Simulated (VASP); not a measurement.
Mg6F:

```
Mg F
1.0
     4.80151    0.00000    0.00000
     0.00000    4.80151    0.00000
     0.00000    0.00000    4.80151
Mg F
6 1
Direct
  0.50000 0.50000 0.20700
  0.50000 0.50000 0.79300
  0.20700 0.50000 0.50000
  0.79300 0.50000 0.50000
  0.50000 0.20700 0.50000
  0.50000 0.79300 0.50000
  0.00000 0.00000 0.00000
```

| Quantity | Value |
| --- | --- |
| Program | VASP 6.6.1 |
| Task | relaxation of cell and atoms |
| Functional | PBE |
| Potentials or basis | VASP PAW PBE potentials, release 64 (Mg, F) |
| Cutoff | 600 eV |
| k mesh | 4 × 4 × 4 |
| Occupations | gaussian, width 0.1 eV |
| Spin | no spin polarisation |

At the start: pressure 96.3 GPa; volume 15.81 Å³/atom.

**Question.** Where does the relaxation end?

**Answer.** Over 14 steps the energy falls by 4193.8 meV/atom and the volume is 42.38 Å³/atom (+168.0 %); space group Pm-3m (No. 221, to 0.05 Å).

Step by step:
| step | energy change (eV) | largest force (eV/Å) | pressure (GPa) | volume (Å³) |
| --- | --- | --- | --- | --- |
| 1 | 0.0000 | 12.8319 | 96.25 | 110.70 |
| 2 | 28.4325 | 30.1178 | 6.71 | 343.31 |
| 3 | -8.7867 | 15.8628 | 26.72 | 165.34 |
| 4 | -9.6735 | 14.5691 | 29.77 | 157.33 |
| 5 | -23.8063 | 0.4623 | -8.75 | 463.86 |
| 6 | -28.3240 | 1.9029 | -2.69 | 333.41 |
| 7 | -28.3868 | 2.2421 | -1.56 | 318.24 |
| 8 | -28.3798 | 2.3406 | -1.22 | 314.26 |
| 9 | -28.9993 | 1.1420 | 2.29 | 272.11 |
| 10 | -29.0023 | 1.2198 | 2.09 | 274.18 |
| 11 | -29.3323 | 0.2333 | 0.65 | 289.18 |
| 12 | -29.3550 | 0.0541 | 0.20 | 294.53 |
| 13 | -29.3550 | 0.0752 | 0.16 | 294.95 |
| 14 | -29.3565 | 0.0262 | -0.01 | 296.64 |

Final structure:
```cif
data_structure
_symmetry_space_group_name_H-M 'P 1'
_symmetry_Int_Tables_number 1
_cell_length_a 6.6693
_cell_length_b 6.6693
_cell_length_c 6.6693
_cell_angle_alpha 90.000
_cell_angle_beta 90.000
_cell_angle_gamma 90.000
_cell_volume 296.64
loop_
_atom_site_label
_atom_site_type_symbol
_atom_site_fract_x
_atom_site_fract_y
_atom_site_fract_z
_atom_site_occupancy
Mg1 Mg 0.50000 0.50000 0.19549 1
Mg2 Mg 0.50000 0.50000 0.80451 1
Mg3 Mg 0.19549 0.50000 0.50000 1
Mg4 Mg 0.80451 0.50000 0.50000 1
Mg5 Mg 0.50000 0.19549 0.50000 1
Mg6 Mg 0.50000 0.80451 0.50000 1
F1 F 0.00000 0.00000 0.00000 1
```

Caveat: the volume moved by over 15 % at a fixed basis, so the end points are rough; an odd number of electrons without spin polarisation forces a metal; a magnetic or distorted state may lie lower.
